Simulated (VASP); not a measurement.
Input of a VASP 6.6.1 run:

Contents of INCAR:

```
PREC     = Accurate       # precision mode
ENCUT    = 600            # plane-wave cutoff, eV
EDIFF    = 1E-7           # SCF threshold, eV
ISMEAR   = 0              # smearing method
SIGMA    = 0.1            # smearing width, eV
LREAL    = F              # projectors in reciprocal space
LASPH    = T              # aspherical terms in the spheres
NELM     = 60             # most SCF steps
ALGO     = Fast           # electronic algorithm
ISIF     = 3              # what is computed and relaxed
LWAVE    = F              # write WAVECAR
LCHARG   = F              # write CHGCAR
GGA      = PE             # functional
IBRION   = 2              # ionic algorithm
NSW      = 100            # ionic steps
EDIFFG   = -0.01          # ionic threshold
```

KPOINTS

```
regular mesh
0
Gamma
  8 8 8
```

The input POSCAR:

```
Na2Zr
1.0
    0.0000000000      4.2541886183      4.2541886183
    4.2541886183      0.0000000000      4.2541886183
    4.2541886183      4.2541886183      0.0000000000
Na Zr
4 2
Direct
    0.1250000000      0.1250000000      0.1250000000
    0.6250000000      0.1250000000      0.1250000000
    0.1250000000      0.1250000000      0.6250000000
    0.1250000000      0.6250000000      0.1250000000
    0.5000000000      0.5000000000      0.5000000000
    0.7500000000      0.7500000000      0.7500000000
```

Potentials or basis: VASP PAW PBE potentials, release 64 (Na_pv, Zr_sv).

The run is started by

```console
$ cat potpaw_PBE.64/Na_pv/POTCAR potpaw_PBE.64/Zr_sv/POTCAR > POTCAR
$ mpirun -np 1 vasp_std > vasp.out
```

(1) Estimate the relaxed cell.

(2) Estimate the band gap on the k mesh.

(3) Predict the relaxed volume.

(4) Estimate the space group after relaxing (to 0.1 Å).

Answers

(1) a = 6.045 Å, b = 6.045 Å, c = 6.045 Å, α = 60.00°, β = 60.00°, γ = 60.00°.

(2) zero (bands 26 and 27 overlap by 0.28 eV).

(3) 26.03 Å³/atom.

(4) Fd-3m (No. 227).
